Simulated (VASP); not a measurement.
# Os in VASP: notebook

Runs on Os. Level: LDA. Tasks: single point, relaxation of the atoms.

Everything below comes from runs of VASP 6.6.1. Logs are shortened: lines on timing, memory, paths and dates and some standing lists are left out, and cuts for length are marked.

### 1 The cell of the first run

The cell holds a slab with vacuum, 4 atoms: a = 2.715 Å, b = 2.715 Å, c = 20.440 Å, α = 90.00°, β = 90.00°, γ = 120.00°.

### 2 Single point, LDA

INCAR reads:

```
SYSTEM = Os
  ALGO = Normal
  DIPOL = 0.5 0.5 0.499
  EDIFF = 1E-6
  ENCUT = 520
  IDIPOL = 3
  ISIF = 2
  ISMEAR = 0
  LASPH = .TRUE.
  LCHARG = .FALSE.
  LDIPOL = .TRUE.
  LREAL = .FALSE.
  LWAVE = .FALSE.
  NBANDS = 24
  NELM = 100
  PREC = Accurate
  SIGMA = 0.1
```

KPOINTS reads:

```
k-points
0
G
  12 12 1
  0 0 0
```

POSCAR reads:

```
Os
1.0
    2.7145740629      0.0000000000      0.0000000000
   -1.3572870314      2.3508900989      0.0000000000
    0.0000000000      0.0000000000     20.4398559595
Os
4
Direct
    0.6666666667      0.3333333333      0.3424681668
    0.3333333333      0.6666666667      0.4474893889
    0.6666666667      0.3333333333      0.5519241116
    0.3333333333      0.6666666667      0.6539257866
```

Potentials or basis: VASP PAW LDA potentials, release 64 (Os).

Run with:

```console
$ cat potpaw_LDA.64/Os/POTCAR > POTCAR
$ mpirun -np 1 vasp_std > vasp.out
```

OUTCAR:

```text
SYSTEM = Os
   EDIFF = 1E-6
   ENCUT = 520
   ISIF = 2
   ISMEAR = 0
   LASPH = .TRUE.
   LREAL = .FALSE.
   NELM = 100
   PREC = Accurate

 ion  position               nearest neighbor table
   1  0.667  0.333  0.342-   2 2.66   2 2.66   2 2.66
   2  0.333  0.667  0.447-   3 2.65   3 2.65   3 2.65   1 2.66   1 2.66   1 2.66
   3  0.667  0.333  0.552-   4 2.61   4 2.61   4 2.61   2 2.65   2 2.65   2 2.65
   4  0.333  0.667  0.654-   3 2.61   3 2.61   3 2.61

  LATTYP: Found a hexagonal cell.
 ALAT       =     2.7145740629
 C/A-ratio  =     7.5296733432

  Lattice vectors:

 A1 = (   2.7145740629,   0.0000000000,   0.0000000000)
 A2 = (  -1.3572870314,   2.3508900989,   0.0000000000)
 A3 = (   0.0000000000,   0.0000000000,  20.4398559595)

Analysis of symmetry for initial positions (statically):
=====================================================================
 Subroutine PRICEL returns:
 Original cell was already a primitive cell.

 Routine SETGRP: Setting up the symmetry group for a
 hexagonal supercell.

 Subroutine GETGRP returns: Found  6 space group operations
 (whereof  6 operations were pure point group operations)
 out of a pool of 24 trial point group operations.

The static configuration has the point symmetry C_3v.

Analysis of symmetry for dynamics (positions and initial velocities):
=====================================================================
 Subroutine PRICEL returns:
 Original cell was already a primitive cell.

 Routine SETGRP: Setting up the symmetry group for a
 hexagonal supercell.

 Subroutine GETGRP returns: Found  6 space group operations
 (whereof  6 operations were pure point group operations)
 out of a pool of 24 trial point group operations.

The dynamic configuration has the point symmetry C_3v.

 Subroutine INISYM returns: Found  6 space group operations
 (whereof  6 operations are pure point group operations),
 and found     1 'primitive' translations

----------------------------------------------------------------------------------------

                                     Primitive cell

  volume of cell :     130.4403

  direct lattice vectors                    reciprocal lattice vectors
[... 87 lines left out ...]
   EDIFFG = 0.1E-04   stopping-criterion for IOM
   NSW    =      0    number of steps for IOM
   IBRION =     -1    ionic relax: 0-MD 1-quasi-New 2-CG
   NFREE  =      0    steps in history (QN), initial steepest desc. (CG)
   ISIF   =      2    stress and relaxation
   ISYM   =      2    0-nonsym 1-usesym 2-fastsym
   POTIM  = 0.5000    time-step for ionic-motion
   TEBEG  =    0.0;   TEEND  =   0.0 temperature during run
   PSTRESS=    0.0 pullay stress
   NELECT =      32.0000    total number of electrons
   NUPDOWN=      -1.0000    fix difference up-down
   EMIN   =  10.00;   EMAX   =-10.00  energy-range for DOS
   EFERMI =   0.00;   METHOD = LEGACY
   ISMEAR =     0;   SIGMA  =   0.10  broadening in eV -4-tet -1-fermi 0-gaus
   EFERMI_NEDOS =   21; number of points for ismear=-14 and -15
   IALGO  =     38    algorithm
   IMIX   =      4    mixing-type and parameters
     AMIX     =   0.40;   BMIX     =  1.00
     AMIX_MAG =   1.60;   BMIX_MAG =  1.00
  volume/ion in A,a.u.               =      32.61       220.06
  Fermi-wavevector in a.u.,A,eV,Ry     =   1.024836  1.936658 14.290036  1.050288
  Thomas-Fermi vector in A             =   2.158644
   LORBIT       =      0    0 simple, 1 ext, 2 COOP (PROOUT), +10 PAW based schemes
   GGA     = CA    functional components
   LHFCALC =     F    Hartree Fock is set to
   AEXX    =    0.0000 exact exchange contribution
   IVDW    =     0    specifies the selected vdW correction
   LEPSILON=     F    determine dielectric tensor
   LRPA    =     F    only Hartree local field effects (RPA)
 non-spin polarized calculation
 Gauss-broadening in eV      SIGMA  =   0.10
  energy-cutoff  :      520.00
  volume of cell :      130.44
 maximum number of plane-waves:      3543
   NGX = 11   NGY = 11   NGZ = 77

 dipolmoment           0.000000      0.000000      0.003771 electrons x Angstroem

 number of electron      31.9999999 magnetization

 dipolmoment           0.000000      0.000000     -0.000909 electrons x Angstroem

 Free energy of the ion-electron system (eV)
  ---------------------------------------------------
  ext. energy  EPLUGINS =         0.00000000
  ---------------------------------------------------
  free energy    TOTEN  =       -47.81021899 eV

  energy without entropy =      -47.79420934  energy(sigma->0) =      -47.80221416

 E-fermi :   0.8127     XC(G=0):  -7.0810

 val. band max:        0.7800675597   @ k =   0.5000  -0.0000   0.0000
 cond. band min:       0.8493972696   @ k =   0.2500  -0.0000   0.0000
 fundamental gap:      0.0693297099
 Fermi energy:         0.8127068439

 k-point     1 :       0.0000    0.0000    0.0000
  band No.  band energies     occupation
      1      -9.7354      2.00000
      2      -8.1083      2.00000
      3      -6.9815      2.00000
      4      -6.7859      2.00000
      5      -2.6715      2.00000
      6      -2.6715      2.00000
[... 502 lines left out ...]
     23       8.2694      0.00000
     24       8.2792      0.00000

------------------------ aborting loop because EDIFF is reached ----------------------------------------

 vacuum level on the upper side and lower side of the slab       (xc-potential included)        -0.269        -0.243

  FORCE on cell =-STRESS in cart. coord.  units (eV):
  Direction    XX          YY          ZZ          XY          YZ          ZX
  --------------------------------------------------------------------------------------
  -------------------------------------------------------------------------------------
  Total       -5.4131939     -5.4131939     -1.4240101     -0.0000000     -0.0000000     -0.0000000
  in kB      -66.4893848    -66.4893848    -17.4908854     -0.0000000     -0.0000000     -0.0000000
  external PRESSURE =     -50.1565517 kB  Pullay stress =       0.0000000 kB

 VOLUME and BASIS-vectors are now :
 -----------------------------------------------------------------------------
  energy-cutoff  :      520.00
  volume of cell :      130.44
      direct lattice vectors                 reciprocal lattice vectors
     2.714574063  0.000000000  0.000000000     0.368381918  0.212685400  0.000000000
    -1.357287031  2.350890099  0.000000000     0.000000000  0.425370799  0.000000000
     0.000000000  0.000000000 20.439855960     0.000000000  0.000000000  0.048924024

 POSITION                                       TOTAL-FORCE (eV/Angst)
 -----------------------------------------------------------------------------------
      1.35729      0.78363      7.00000        -0.000000      0.000000      0.705183
     -0.00000      1.56726      9.14662        -0.000000     -0.000000     -0.756170
      1.35729      0.78363     11.28125        -0.000000     -0.000000      0.019033
     -0.00000      1.56726     13.36615         0.000000     -0.000000      0.031955
 -----------------------------------------------------------------------------------
    total drift:                               -0.000000      0.000000      0.000004

  FREE ENERGIE OF THE ION-ELECTRON SYSTEM (eV)
  ---------------------------------------------------
  free  energy   TOTEN  =       -47.8102189868 eV

  energy  without entropy=      -47.7942093423  energy(sigma->0) =      -47.80221416

 vacuum level on the upper side and lower side of the slab         6.294         6.321
```

OSZICAR:

```text
N       E                     dE             d eps       ncg     rms          rms(c)
DAV:   1     0.223911189998E+03    0.22391E+03   -0.13600E+04   912   0.114E+03
DAV:   2    -0.298501066124E+02   -0.25376E+03   -0.22247E+03  1080   0.358E+02
DAV:   3    -0.503615627407E+02   -0.20511E+02   -0.18974E+02  1256   0.848E+01
[... 17 lines left out ...]
DAV:  21    -0.478102123017E+02   -0.25048E-05   -0.37719E-07   656   0.355E-03    0.583E-03
DAV:  22    -0.478102140134E+02   -0.17117E-05   -0.14470E-07   624   0.195E-03    0.319E-03
DAV:  23    -0.478102171002E+02   -0.30867E-05   -0.31072E-07   592   0.265E-03    0.275E-03
DAV:  24    -0.478102181175E+02   -0.10173E-05   -0.45722E-08   488   0.180E-03    0.116E-03
DAV:  25    -0.478102189868E+02   -0.86934E-06   -0.23816E-08   536   0.667E-04
   1 F= -.47810219E+02 E0= -.47802214E+02  d E =-.160096E-01
```

stdout:

```text
POSCAR found type information on POSCAR Os
 POSCAR found :  1 types and       4 ions
 scaLAPACK will be used
 LDA part: xc-table for (Slater(with rela. corr.)+CA(PZ))
 , standard interpolation
 POSCAR, INCAR and KPOINTS ok, starting setup
 FFT: planning ... GRIDC
 FFT: planning ... GRID_SOFT
 FFT: planning ... GRID
 WAVECAR not read
 entering main loop
```

Run time: 44 s. Hardware: 1 thread of Intel Xeon 6975P-C (Granite Rapids), shared host; peak memory 0.22 GiB.

What came out:

| Quantity | Value |
| --- | --- |
| Free energy | -47.8102 eV |
| Largest force | 0.756 eV/Å |
| Band gap on the k mesh | zero (bands 16 and 17 overlap by 2.83 eV) |

Forces in eV/Å, atoms in the order of the input:
```
Os   0.000  0.000  0.705
Os   0.000  0.000 -0.756
Os   0.000  0.000  0.019
Os   0.000  0.000  0.032
```

Caveat: spin-orbit coupling is left out, which moves the levels of the heavy elements.

### 3 Relaxation of the atoms, LDA

INCAR reads:

```
SYSTEM = Os
PREC     = Accurate       ! precision mode
ENCUT    = 520            ! plane-wave cutoff, eV
EDIFF    = 1E-6           ! SCF threshold, eV
ISMEAR   = 0              ! smearing method
SIGMA    = 0.1            ! smearing width, eV
LREAL    = .FALSE.        ! projectors in reciprocal space
LASPH    = .TRUE.         ! aspherical terms in the spheres
NELM     = 80             ! most SCF steps
ALGO     = Normal         ! electronic algorithm
ISIF     = 2              ! what is computed and relaxed
LWAVE    = .FALSE.        ! write WAVECAR
LCHARG   = .FALSE.        ! write CHGCAR
LDIPOL   = .TRUE.       
IDIPOL   = 3            
DIPOL    = 0.5 0.5 0.500
IBRION   = 2              ! ionic algorithm
NSW      = 70             ! ionic steps
EDIFFG   = -0.03          ! ionic threshold
```

KPOINTS reads:

```
regular mesh
0
G
  12 12 1
  0 0 0
```

POSCAR reads:

```
Os
1.0
    2.7145740629      0.0000000000      0.0000000000
   -1.3572870314      2.3508900989      0.0000000000
    0.0000000000      0.0000000000     20.4398559595
Os
4
Selective dynamics
Direct
    0.6666666667      0.3333333333      0.3424681668  F F F
    0.3333333333      0.6666666667      0.4474893889  F F F
    0.6666666667      0.3333333333      0.5525106111  T T T
    0.3333333333      0.6666666667      0.6575318332  T T T
```

Potentials or basis: VASP PAW LDA potentials, release 64 (Os).

Run with:

```console
$ cat potpaw_LDA.64/Os/POTCAR > POTCAR
$ mpirun -np 1 vasp_std > vasp.out
```

Wall time 1.7 min (1 thread of Intel Xeon 6975P-C (Granite Rapids), shared host); peak memory 0.22 GiB.

It converged, with:

| Quantity | Value |
| --- | --- |
| Free energy | -47.8103 eV |
| Energy gained by relaxing | 6.5 meV/atom |
| Ionic steps | 5 |
| Band gap on the k mesh | zero (bands 16 and 17 overlap by 2.83 eV) |

The path:
```
step  energy change (eV)  largest force on free atoms (eV/Å)  pressure (GPa)
   1              0.0000                              0.8014           -6.74
   2             -0.0178                              0.4553           -5.80
   3             -0.0190                              0.2420           -6.01
   4             -0.0225                              0.1787           -5.76
   5             -0.0260                              0.0233           -5.17
```

Final structure:
```cif
data_structure
_symmetry_space_group_name_H-M 'P 1'
_symmetry_Int_Tables_number 1
_cell_length_a 2.7146
_cell_length_b 2.7146
_cell_length_c 20.4399
_cell_angle_alpha 90.000
_cell_angle_beta 90.000
_cell_angle_gamma 120.000
_cell_volume 130.44
loop_
_atom_site_label
_atom_site_type_symbol
_atom_site_fract_x
_atom_site_fract_y
_atom_site_fract_z
_atom_site_occupancy
Os1 Os 0.66667 0.33333 0.34247 1
Os2 Os 0.33333 0.66667 0.44749 1
Os3 Os 0.66667 0.33333 0.55217 1
Os4 Os 0.33333 0.66667 0.65425 1
```

Levels at points of the mesh, in eV from the Fermi level:
| k point | band 12 | band 13 | band 14 | band 15 | band 16 | band 17 | band 18 | band 19 |
| --- | --- | --- | --- | --- | --- | --- | --- | --- |
| (0.00, 0.00, 0.00) | -2.48 | -2.48 | -2.32 | -2.32 | -0.89 | -0.89 | -0.59 | 0.43 |
| (0.50, 0.00, 0.00) | -1.72 | -0.03 | 0.34 | 1.41 | 1.56 | 2.09 | 2.11 | 2.40 |

Caveat: spin-orbit coupling is left out, which moves the levels of the heavy elements.
